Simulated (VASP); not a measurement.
# AlNi (Pm-3m) in VASP: a series of runs

Runs on AlNi. Level: LDA. Tasks: single point, relaxation of cell and atoms.

Program: VASP 6.6.1. These are calculated values, not measurements. Logs are shortened: lines on timing, memory, paths and dates and some standing lists are left out, and cuts for length are marked.

## 1. The cell of the first run

It takes space group Pm-3m (No. 221, cubic). Conventional cell: a = 2.833 Å, b = 2.833 Å, c = 2.833 Å, α = 90.00°, β = 90.00°, γ = 90.00°. Within 3.2 Å of Al (site symmetry m-3m) lie 8 Ni at 2.45 Å and 6 Al at 2.83 Å. Within 3.2 Å of Ni (site symmetry m-3m) lie 8 Al at 2.45 Å and 6 Ni at 2.83 Å.

## 2. Single point, LDA

Contents of INCAR:

```
SYSTEM = AlNi
PREC     = Accurate       ! precision mode
ENCUT    = 520            ! plane-wave cutoff, eV
EDIFF    = 1E-7           ! SCF threshold, eV
ISMEAR   = -1             ! smearing method
SIGMA    = 0.08           ! smearing width, eV
LREAL    = .FALSE.        ! projectors in reciprocal space
LASPH    = .TRUE.         ! aspherical terms in the spheres
NELM     = 100            ! most SCF steps
ALGO     = Normal         ! electronic algorithm
ISIF     = 2              ! what is computed and relaxed
LWAVE    = .FALSE.        ! write WAVECAR
LCHARG   = .FALSE.        ! write CHGCAR
NBANDS   = 14             ! bands
```

Contents of KPOINTS:

```
regular mesh
0
G
  12 12 12
  0 0 0
```

Contents of POSCAR:

```
AlNi
1.0
    2.8330191285      0.0000000000      0.0000000000
    0.0000000000      2.8330191285      0.0000000000
    0.0000000000      0.0000000000      2.8330191285
Al Ni
1 1
Direct
    0.0000000000      0.0000000000      0.0000000000
    0.5000000000      0.5000000000      0.5000000000
```

Potentials or basis: VASP PAW LDA potentials, release 64 (Al, Ni).

The run is started by

```console
$ cat potpaw_LDA.64/Al/POTCAR potpaw_LDA.64/Ni/POTCAR > POTCAR
$ mpirun -np 1 vasp_std > vasp.out
```

OUTCAR:

```text
SYSTEM = AlNi
   PREC = Accurate
   ENCUT = 520
   EDIFF = 1E-7
   ISMEAR = -1
   LREAL = .FALSE.
   LASPH = .TRUE.
   NELM = 100
   ISIF = 2

 ion  position               nearest neighbor table
   1  0.000  0.000  0.000-   2 2.45   2 2.45   2 2.45   2 2.45   2 2.45   2 2.45   2 2.45   2 2.45

   2  0.500  0.500  0.500-   1 2.45   1 2.45   1 2.45   1 2.45   1 2.45   1 2.45   1 2.45   1 2.45

  LATTYP: Found a simple cubic cell.
 ALAT       =     2.8330191285

  Lattice vectors:

 A1 = (   2.8330191285,   0.0000000000,   0.0000000000)
 A2 = (   0.0000000000,   2.8330191285,   0.0000000000)
 A3 = (   0.0000000000,   0.0000000000,   2.8330191285)

Analysis of symmetry for initial positions (statically):
=====================================================================
 Subroutine PRICEL returns:
 Original cell was already a primitive cell.

 Routine SETGRP: Setting up the symmetry group for a
 simple cubic supercell.

 Subroutine GETGRP returns: Found 48 space group operations
 (whereof 48 operations were pure point group operations)
 out of a pool of 48 trial point group operations.

The static configuration has the point symmetry O_h .

Analysis of symmetry for dynamics (positions and initial velocities):
=====================================================================
 Subroutine PRICEL returns:
 Original cell was already a primitive cell.

 Routine SETGRP: Setting up the symmetry group for a
 simple cubic supercell.

 Subroutine GETGRP returns: Found 48 space group operations
 (whereof 48 operations were pure point group operations)
 out of a pool of 48 trial point group operations.

The dynamic configuration has the point symmetry O_h .

 Subroutine INISYM returns: Found 48 space group operations
 (whereof 48 operations are pure point group operations),
 and found     1 'primitive' translations

----------------------------------------------------------------------------------------

                                     Primitive cell

  volume of cell :      22.7378

  direct lattice vectors                    reciprocal lattice vectors
     2.833019129  0.000000000  0.000000000     0.352980321  0.000000000  0.000000000
     0.000000000  2.833019129  0.000000000     0.000000000  0.352980321  0.000000000
     0.000000000  0.000000000  2.833019129     0.000000000  0.000000000  0.352980321

  length of vectors
     2.833019129  2.833019129  2.833019129     0.352980321  0.352980321  0.352980321

  position of ions in fractional coordinates (direct lattice)
     0.000000000  0.000000000  0.000000000
     0.500000000  0.500000000  0.500000000

  ion indices of the primitive-cell ions
   primitive index   ion index
                 1           1
                 2           2

----------------------------------------------------------------------------------------

 KPOINTS: regular mesh

Automatic generation of k-mesh.
 Grid dimensions read from file:
 generate k-points for:   12   12   12

 Generating k-lattice:

  Cartesian coordinates                     Fractional coordinates (reciprocal lattice)
     0.029415027  0.000000000  0.000000000     0.083333333  0.000000000  0.000000000
     0.000000000  0.029415027  0.000000000     0.000000000  0.083333333  0.000000000
     0.000000000  0.000000000  0.029415027     0.000000000  0.000000000  0.083333333

  Length of vectors
     0.029415027  0.029415027  0.029415027

  Shift w.r.t. Gamma in fractional coordinates (k-lattice)
     0.000000000  0.000000000  0.000000000

 Subroutine IBZKPT returns following result:
 ===========================================

 Found     84 irreducible k-points:

 Following reciprocal coordinates:
            Coordinates               Weight
  0.000000  0.000000  0.000000      1.000000
  0.083333  0.000000  0.000000      6.000000
  0.166667  0.000000  0.000000      6.000000
  0.250000  0.000000  0.000000      6.000000
  0.333333  0.000000  0.000000      6.000000
  0.416667  0.000000  0.000000      6.000000
[... 16 lines left out ...]
  0.333333  0.333333  0.000000     12.000000
  0.416667  0.333333  0.000000     24.000000
 [... further k-points ...]
   k-points           NKPTS =     84   k-points in BZ     NKDIM =     84   number of bands    NBANDS=     14
   number of dos      NEDOS =    301   number of ions     NIONS =      2
   total plane-waves  NPLWV =  13824
   dimension x,y,z NGX =    24 NGY =   24 NGZ =   24
   dimension x,y,z NGXF=    48 NGYF=   48 NGZF=   48
   ions per type =               1   1
   NGX,Y,Z   is equivalent  to a cutoff of  14.08, 14.08, 14.08 a.u.
   NGXF,Y,Z  is equivalent  to a cutoff of  28.17, 28.17, 28.17 a.u.
 SYSTEM =  AlNi
   PREC   = accura    normal or accurate (medium, high low for compatibility)
   ISTART =      0    job   : 0-new  1-cont  2-samecut
   ICHARG =      2    charge: 1-file 2-atom 10-const
   ISPIN  =      1    spin polarized calculation?
   LNONCOLLINEAR =      F non collinear calculations
   LSORBIT =      F    spin-orbit coupling
   LASPH  =      T    aspherical Exc in radial PAW
   ENCUT  =  520.0 eV  38.22 Ry    6.18 a.u.   5.27  5.27  5.27*2*pi/ulx,y,z
   NELM   =    100;   NELMIN=  2; NELMDL= -5     # of ELM steps
   EDIFF  = 0.1E-06   stopping-criterion for ELM
   LREAL  =      F    real-space projection
   EDIFFG = 0.1E-05   stopping-criterion for IOM
   NSW    =      0    number of steps for IOM
   IBRION =     -1    ionic relax: 0-MD 1-quasi-New 2-CG
   NFREE  =      0    steps in history (QN), initial steepest desc. (CG)
   ISIF   =      2    stress and relaxation
   ISYM   =      2    0-nonsym 1-usesym 2-fastsym
   POTIM  = 0.5000    time-step for ionic-motion
   TEBEG  =    0.0;   TEEND  =   0.0 temperature during run
   PSTRESS=    0.0 pullay stress
   NELECT =      13.0000    total number of electrons
   NUPDOWN=      -1.0000    fix difference up-down
   EMIN   =  10.00;   EMAX   =-10.00  energy-range for DOS
   EFERMI =   0.00;   METHOD = LEGACY
   ISMEAR =    -1;   SIGMA  =   0.08  broadening in eV -4-tet -1-fermi 0-gaus
   EFERMI_NEDOS =   21; number of points for ismear=-14 and -15
   IALGO  =     38    algorithm
   IMIX   =      4    mixing-type and parameters
     AMIX     =   0.40;   BMIX     =  1.00
     AMIX_MAG =   1.60;   BMIX_MAG =  1.00
  volume/ion in A,a.u.               =      11.37        76.72
  Fermi-wavevector in a.u.,A,eV,Ry     =   1.358751  2.567666 25.119122  1.846203
  Thomas-Fermi vector in A             =   2.485557
   LORBIT       =      0    0 simple, 1 ext, 2 COOP (PROOUT), +10 PAW based schemes
   GGA     = CA    functional components
   LHFCALC =     F    Hartree Fock is set to
   AEXX    =    0.0000 exact exchange contribution
   IVDW    =     0    specifies the selected vdW correction
   LEPSILON=     F    determine dielectric tensor
   LRPA    =     F    only Hartree local field effects (RPA)
 non-spin polarized calculation
  energy-cutoff  :      520.00
  volume of cell :       22.74
 maximum number of plane-waves:       627
 NGX is ok and might be reduce to    24
   NGX = 11   NGY = 11   NGZ = 11

 number of electron      12.9999995 magnetization

 Free energy of the ion-electron system (eV)
  ---------------------------------------------------
  ext. energy  EPLUGINS =         0.00000000
  ---------------------------------------------------
  free energy    TOTEN  =       -12.20285478 eV

  energy without entropy =      -12.18546438  energy(sigma->0) =      -12.19415958

 E-fermi :  10.4662     XC(G=0): -12.5477

 val. band max:       10.4568727160   @ k =   0.5000   0.4167   0.3333
 cond. band min:      10.4874919687   @ k =   0.3333   0.1667   0.0000
 fundamental gap:      0.0306192527
 Fermi energy:        10.4662307285

 k-point     1 :       0.0000    0.0000    0.0000
  band No.  band energies     occupation
      1      -1.0236      2.00000
      2       6.9343      2.00000
      3       6.9343      2.00000
      4       8.7576      2.00000
      5       8.7576      2.00000
      6       8.7576      2.00000
      7      16.1166      0.00000
      8      16.1166      0.00000
      9      16.1166      0.00000
     10      18.8164      0.00000
     11      18.8164      0.00000
     12      24.9151      0.00000
     13      31.8250      0.00000
     14      31.8250      0.00000

 k-point     2 :       0.0833    0.0000    0.0000
  band No.  band energies     occupation
      1      -0.8912      2.00000
      2       6.9269      2.00000
      3       6.9661      2.00000
      4       8.6987      2.00000
      5       8.6987      2.00000
      6       8.7640      2.00000
      7      14.8604      0.00000
      8      16.2909      0.00000
      9      16.2909      0.00000
     10      18.8185      0.00000
     11      19.9473      0.00000
     12      25.3636      0.00000
     13      30.4900      0.00000
     14      30.4900      0.00000

 k-point     3 :       0.1667    0.0000    0.0000
  band No.  band energies     occupation
      1      -0.4970      2.00000
      2       6.8594      2.00000
      3       7.0545      2.00000
      4       8.5454      2.00000
      5       8.5454      2.00000
      6       8.7816      2.00000
      7      12.9563      0.00000
      8      16.7914      0.00000
      9      16.7914      0.00000
     10      18.8245      0.00000
     11      21.4201      0.00000
     12      26.7896      0.00000
     13      28.4215      0.00000
     14      28.4215      0.00000

 k-point     4 :       0.2500    0.0000    0.0000
  band No.  band energies     occupation
      1       0.1503      2.00000
      2       6.5766      2.00000
      3       7.1788      2.00000
      4       8.3516      2.00000
      5       8.3516      2.00000
      6       8.8058      2.00000
      7      11.3243      0.00004
      8      17.5674      0.00000
      9      17.5674      0.00000
     10      18.8335      0.00000
     11      22.5276      0.00000
     12      26.4041      0.00000
     13      26.4041      0.00000
     14      28.8759      0.00000

 k-point     5 :       0.3333    0.0000    0.0000
  band No.  band energies     occupation
      1       1.0343      2.00000
      2       5.8518      2.00000
      3       7.3076      2.00000
      4       8.1725      2.00000
      5       8.1725      2.00000
      6       8.8301      2.00000
      7      10.2848      1.81226
      8      18.5650      0.00000
      9      18.5650      0.00000
     10      18.8437      0.00000
     11      23.4839      0.00000
[... 276 lines left out ...]
 k-point    22 :       0.5000    0.2500    0.0000
  band No.  band energies     occupation
      1       4.0066      2.00000
      2       4.5389      2.00000
      3       7.6483      2.00000
      4       7.7687      2.00000
      5       8.0918      2.00000
      6       8.4989      2.00000
      7       9.6880      1.99988
      8      15.4467      0.00000
      9      15.4660      0.00000
     10      22.2291      0.00000
     11      22.4142      0.00000
     12      22.9855      0.00000
     13      26.3182      0.00000
     14      28.5980      0.00000

 k-point    23 :       0.3333    0.3333    0.0000
  band No.  band energies     occupation
      1       2.8795      2.00000
      2       6.3554      2.00000
      3       7.2073      2.00000
      4       7.8951      2.00000
      5       8.2632      2.00000
      6       8.3257      2.00000
      7      10.3785      1.49929
      8      12.7876      0.00000
      9      16.6481      0.00000
     10      20.7911      0.00000
     11      22.9674      0.00000
     12      25.5822      0.00000
     13      26.6422      0.00000
     14      27.2982      0.00000

 k-point    24 :       0.4167    0.3333    0.0000
  band No.  band energies     occupation
      1       3.7694      2.00000
      2       5.8707      2.00000
      3       7.4085      2.00000
      4       7.8482      2.00000
      5       8.1754      2.00000
      6       8.3266      2.00000
      7       9.8461      1.99914
      8      13.0681      0.00000
      9      15.2116      0.00000
     10      21.8045      0.00000
     11      23.5965      0.00000
     12      24.5139      0.00000
     13      26.6598      0.00000
     14      26.9825      0.00000

 [... further k-points ...]

------------------------ aborting loop because EDIFF is reached ----------------------------------------

  FORCE on cell =-STRESS in cart. coord.  units (eV):
  Direction    XX          YY          ZZ          XY          YZ          ZX
  --------------------------------------------------------------------------------------
  -------------------------------------------------------------------------------------
  Total        0.0419670      0.0419670      0.0419670     -0.0000000     -0.0000000      0.0000000
  in kB        2.9571245      2.9571245      2.9571245     -0.0000000     -0.0000000      0.0000000
  external PRESSURE =       2.9571245 kB  Pullay stress =       0.0000000 kB

 VOLUME and BASIS-vectors are now :
 -----------------------------------------------------------------------------
  energy-cutoff  :      520.00
  volume of cell :       22.74
      direct lattice vectors                 reciprocal lattice vectors
     2.833019129  0.000000000  0.000000000     0.352980321  0.000000000  0.000000000
     0.000000000  2.833019129  0.000000000     0.000000000  0.352980321  0.000000000
     0.000000000  0.000000000  2.833019129     0.000000000  0.000000000  0.352980321

 POSITION                                       TOTAL-FORCE (eV/Angst)
 -----------------------------------------------------------------------------------
      0.00000      0.00000      0.00000         0.000000      0.000000      0.000000
      1.41651      1.41651      1.41651         0.000000      0.000000      0.000000
 -----------------------------------------------------------------------------------
    total drift:                                0.000000      0.000000     -0.000000

  FREE ENERGIE OF THE ION-ELECTRON SYSTEM (eV)
  ---------------------------------------------------
  free  energy   TOTEN  =       -12.2028547770 eV

  energy  without entropy=      -12.1854643782  energy(sigma->0) =      -12.19415958
```

Run time: 23 s. Hardware: 1 thread of Intel Xeon 8259CL, shared host; peak memory 0.14 GiB.

What came out:

```
Free energy            : -12.2029 eV
Pressure               : 0.3 GPa
Band gap on the k mesh : zero (an odd number of electrons rules out a gap without spin polarisation)
```

Spin polarisation is off, so any magnetic state and its effect on volume and gap are missing.

[end of part 1 of 2]
